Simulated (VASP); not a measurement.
Input of a VASP 6.6.1 run:

Contents of POSCAR:

```
Na
1.0
    3.8135743766      0.0000000000      0.0000000000
   -1.9067871883      3.3026522894      0.0000000000
    0.0000000000      0.0000000000     12.4551339141
Na
4
Direct
    0.0000000000      0.0000000000      0.0000000000
    0.0000000000      0.0000000000      0.5000000000
    0.3333333333      0.6666666667      0.2500000000
    0.6666666667      0.3333333333      0.7500000000
```

Contents of INCAR.step1:

```
PREC = Accurate
ENCUT = 520
ISMEAR = -1
SIGMA = 0.1
LREAL = False
LASPH = True
NELM = 100
NBANDS = 22
GGA = PE
ALGO = Normal
EDIFF = 1E-4
LWAVE = True
LCHARG = False
```

Contents of INCAR.step2:

```
PREC = Accurate
ENCUT = 520
EDIFF = 1E-6
ISMEAR = -1
SIGMA = 0.1
LREAL = False
LASPH = True
NELM = 100
ALGO = Normal
ISIF = 2
LWAVE = False
LCHARG = False
METAGGA = R2SCAN
LMIXTAU = True
NBANDS = 22
ISTART = 1
```

Contents of KPOINTS:

```
regular mesh
0
Gamma
  11 11 3
```

Potentials or basis: VASP PAW PBE potentials, release 64 (Na_pv).

Run with:

```bash
$ cat potpaw_PBE.64/Na_pv/POTCAR > POTCAR
$ cp INCAR.step1 INCAR
$ mpirun -np 1 vasp_std > vasp.out
$ cp INCAR.step2 INCAR
$ mpirun -np 1 vasp_std > vasp.out
```

What does it give for the band gap on the k mesh?

Zero (band 14 reaches 1.40 eV, above the bottom of band 15 at -2.12 eV).

Predict the pressure.

-0.3 GPa.

Stress tensor (GPa, compression positive):
```
-0.34  0.00  0.00
 0.00 -0.34  0.00
 0.00  0.00 -0.08
```

Caveat: the PAW data sets were made with another functional, which shifts forces and pressure a little.
